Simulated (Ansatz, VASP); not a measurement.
PbSe in VASP and in Ansatz

File INCAR:

```
SYSTEM = PbSe
PREC = Accurate
ENCUT = 520
EDIFF = 1E-7
ISMEAR = 0
SIGMA = 0.03
LREAL = .False.
LASPH = .True.
NELM = 80
ALGO = Normal
ISIF = 2
LWAVE = .False.
LCHARG = .True.
GGA = PE
IVDW = 12
LELF = .True.
LVHAR = .True.
NBANDS = 17
```

KPOINTS

```
regular mesh
0
Gamma
  10 10 10
  0 0 0
```

POSCAR

```
PbSe
1.0
    0.0000000000      3.1997226308      2.9533439882
    3.1997226308      0.0000000000      2.9533439882
    3.1997226308      3.1997226308      0.0000000000
Pb Se
1 1
Direct
    0.0000000000      0.0000000000      0.0000000000
    0.5000000000      0.5000000000      0.5000000000
```

Input for Ansatz:

```yaml
crystal:
  lattice:
    - [0.0, 3.1997226308, 2.9533439882]
    - [3.1997226308, 0.0, 2.9533439882]
    - [3.1997226308, 3.1997226308, 0.0]
  atoms:
    - { symbol: Pb, position: [0.0, 0.0, 0.0] }
    - { symbol: Se, position: [0.5, 0.5, 0.5] }
basis:
  ecutwfc: 420
kpoints:
  mp_grid: { grid: [10, 10, 10] }
hamiltonian:
  xc: pbe
  dispersion: d3bj
scf:
  occupations: { method: gaussian, width: 0.03 }
output:
  forces: true
  stress: true
  eigenvalues: true
```

Alike in both runs: task single point; functional PBE; dispersion D3(BJ); k mesh 10 × 10 × 10; occupations gaussian, width 0.03 eV; no spin polarisation.

```csv
,VASP,Ansatz
version,VASP 6.6.1,Ansatz 0.2.0
potentials or method,"VASP PAW PBE potentials, release 64 (Pb_d, Se), cutoff 520 eV","scalar-relativistic, plane waves, PAW"
valence electrons in the cell,20,30
```

|  | VASP | Ansatz | Ansatz less VASP |
| --- | --- | --- | --- |
| gap on the k mesh at the Fermi level (eV) | 0.28 | 0.27 | -0.004 |
| least direct gap on the mesh (eV) | 0.28 | 0.27 | -0.004 |
| pressure (GPa) | -1.2 | -1.2 | +0.02 |
| traceless stress, the component that is largest in VASP (GPa) | 6.29 | 6.27 | -0.016 |

VASP's potentials hold 20 valence electrons a cell and Ansatz's 30, so a difference there can come from the potentials and not from the codes.

Neither program's run includes spin-orbit coupling.
